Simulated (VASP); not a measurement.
Write the native input for VASP 6.6.1 that does the following.

```
Task                   : single point
Functional             : PBEsol
Potentials or basis    : VASP PAW PBE potentials, release 64 (Nb_sv)
Cutoff                 : 520 eV
k mesh                 : 11 × 11 × 11
Occupations            : fermi-dirac, width 0.05 eV
Spin                   : no spin polarisation
Dipole correction      : no
Further INCAR settings : ALGO = Normal; EDIFF = 1e-06; NBANDS = 12
```

The structure of Nb lies in POSCAR:

```
Nb
1.0
    0.0000000000      2.0177695337      2.0177695337
    2.0177695337      0.0000000000      2.0177695337
    2.0177695337      2.0177695337      0.0000000000
Nb
1
Direct
    0.0000000000      0.0000000000      0.0000000000
```

The input as run:

INCAR

```
ALGO = Normal
EDIFF = 1E-6
ENCUT = 520
GGA = PS
ISIF = 2
ISMEAR = -1
LASPH = True
LCHARG = False
LREAL = False
LWAVE = False
NBANDS = 12
NELM = 60
PREC = Accurate
SIGMA = 0.05
```

KPOINTS

```
k-points
0
Gamma
  11 11 11
```

Potentials or basis: VASP PAW PBE potentials, release 64 (Nb_sv).

Command:

```bash
$ cat potpaw_PBE.64/Nb_sv/POTCAR > POTCAR
$ mpirun -np 1 vasp_std > vasp.out
```

It gave:

| Item | Value |
| --- | --- |
| Pressure | 19.7 GPa |

Caveat: the PAW data sets were made with another functional, which shifts forces and pressure a little.

It took 4.8 s on 1 thread of Intel(R) Xeon(R) 6975P-C (Granite Rapids), with other jobs on the host, peak memory 0.14 GiB.
